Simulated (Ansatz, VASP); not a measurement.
AlRu in VASP and in Ansatz

```xyz
2
Lattice="2.9916 0.0000 0.0224 0.0000 2.9916 0.0000 0.0224 0.0000 2.9916" Properties=species:S:1:pos:R:3 pbc="T T T"
Al    0.0000    0.0000    0.0000
Ru    1.5070    1.4958    1.5070
```

Change from the starting cell: strain +0.0150 x Voigt [0, 0, 0, 0, 1, 0], atoms carried along.

Alike in both runs: task single point; functional PBE; k mesh 16 × 16 × 16; occupations gaussian, width 0.15 eV; no spin polarisation.

|  | VASP | Ansatz |
| --- | --- | --- |
| version | VASP 6.6.1 | Ansatz 0.2.0 |
| potentials or method | VASP PAW PBE potentials, release 64 (Al, Ru_pv), cutoff 520 eV | scalar-relativistic, plane waves, PAW |
| valence electrons in the cell | 17 | 19 |

```csv
,VASP,Ansatz,Ansatz less VASP
gap on the k mesh at the Fermi level (eV),none,none,-
pressure (GPa),2.7,2.7,+0.02
"traceless stress, the component that is largest in VASP (GPa)",-1.95,-1.95,+0.006
```

A gap of «none» marks a metal or a gap that the smearing closes. The functional is the same, so the differences come from potentials, cutoffs and numerics. VASP's potentials hold 17 valence electrons a cell and Ansatz's 19, so a difference there can come from the potentials and not from the codes.
